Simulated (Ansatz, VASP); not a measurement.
## InP: VASP beside Ansatz

POSCAR

```
InP
1.0
    0.0000000000      2.9538132889      2.9538132889
    2.9538132889      0.0000000000      2.9538132889
    2.9538132889      2.9538132889      0.0000000000
In P
1 1
Direct
    0.0000000000      0.0000000000      0.0000000000
    0.2500000000      0.2500000000      0.2500000000
```

File INCAR.step1:

```
ALGO = Normal
EDIFF = 1E-5
ENCUT = 520
GGA = PE
ISIF = 2
ISMEAR = 0
LASPH = True
LCHARG = False
LREAL = False
LWAVE = True
NBANDS = 16
NELM = 100
PREC = Accurate
SIGMA = 0.01
```

Contents of INCAR.step2:

```
ALGO = Normal
EDIFF = 1E-6
ENCUT = 520
GGA = PE
HFSCREEN = 0.2079
ISIF = 2
ISMEAR = 0
ISTART = 1
LASPH = True
LCHARG = False
LHFCALC = True
LREAL = False
LWAVE = False
NBANDS = 16
NELM = 100
PREC = Accurate
PRECFOCK = Normal
SIGMA = 0.01
```

The input KPOINTS:

```
k-points
0
Gamma
  6 6 6
```

Input for Ansatz:

```yaml
crystal:
  lattice:
    - [0.0, 2.9538132889, 2.9538132889]
    - [2.9538132889, 0.0, 2.9538132889]
    - [2.9538132889, 2.9538132889, 0.0]
  atoms:
    - { symbol: In, position: [0.0, 0.0, 0.0] }
    - { symbol: P, position: [0.25, 0.25, 0.25] }
kpoints:
  mp_grid: { grid: [6, 6, 6] }
  band_path:
    path:
      - [0.0, 0.0, 0.0]
      - [-0.5, -0.5, 0.0]
      - [-0.375, -0.375, 0.25]
      - [-0.375, 0.0, 0.375]
      - [0.0, 0.0, 0.5]
      - [-0.5, -0.25, 0.25]
    npoints: 1
hamiltonian:
  xc: hse06
scf:
  occupations: { method: fixed }
  n_extra_bands: 4
output:
  forces: true
  stress: true
  eigenvalues: true
```

Alike in both runs: task single point; functional HSE06; k mesh 6 × 6 × 6; no spin polarisation.

|  | VASP | Ansatz |
| --- | --- | --- |
| version | VASP 6.6.1 | Ansatz 0.2.0 |
| potentials or method | VASP PAW PBE potentials, release 64 (In_d, P) | plane waves, PAW |
| plane-wave cutoff (eV) | 520 | 420 |
| occupations | gaussian, width 0.01 eV | fixed |
| valence electrons in the cell | 18 | 18 |

|  | VASP | Ansatz | Ansatz less VASP |
| --- | --- | --- | --- |
| gap on the k mesh at the Fermi level (eV) | 1.35 | 1.36 | +0.004 |
| pressure (GPa) | -0.4 | -0.2 | +0.16 |

Ansatz's warnings: stress exchange threshold loose, stress scf threshold loose.
